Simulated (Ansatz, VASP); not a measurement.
**Two plane-wave programs on Ti3Al2**

```
Ti Al
1.0
     4.04726    0.00000    0.00000
    -2.02363    3.50503    0.00000
     0.00000    0.00000    7.91393
Ti Al
3 2
Direct
  0.00000 0.00000 0.20377
  0.00000 0.00000 0.79623
  0.00000 0.00000 0.50000
  0.33333 0.66667 0.00000
  0.66667 0.33333 0.00000
```

Alike in both runs: functional PBE; k mesh 12 × 12 × 6; occupations gaussian, width 0.1 eV; collinear spin.

Ansatz relaxed the structure, and its values are those at the end. VASP's run is a single point on that final structure, the one shown.

|  | VASP | Ansatz |
| --- | --- | --- |
| version | VASP 6.6.1 | Ansatz 0.2.0 |
| potentials or method | VASP PAW PBE potentials, release 64 (Ti_sv, Al), cutoff 520 eV | scalar-relativistic, plane waves, PAW |
| valence electrons in the cell | 42 | 42 |

VASP gave:

| Item | Value |
| --- | --- |
| gap on the k mesh at the Fermi level (eV) | none |
| pressure (GPa) | 0.1 |
| rms of the force components (eV/Å) | 0.012 |
| net moment per atom (μB) | 0.00 |

**Question.** Estimate Ansatz's values.

**Answer.** gap on the k mesh at the Fermi level (eV): none; pressure (GPa): 0.0; rms of the force components (eV/Å): 0.000; net moment per atom (μB): 0.00.

A gap of «none» marks a metal or a gap that the smearing closes. Ansatz's warnings: seeded moment not kept.
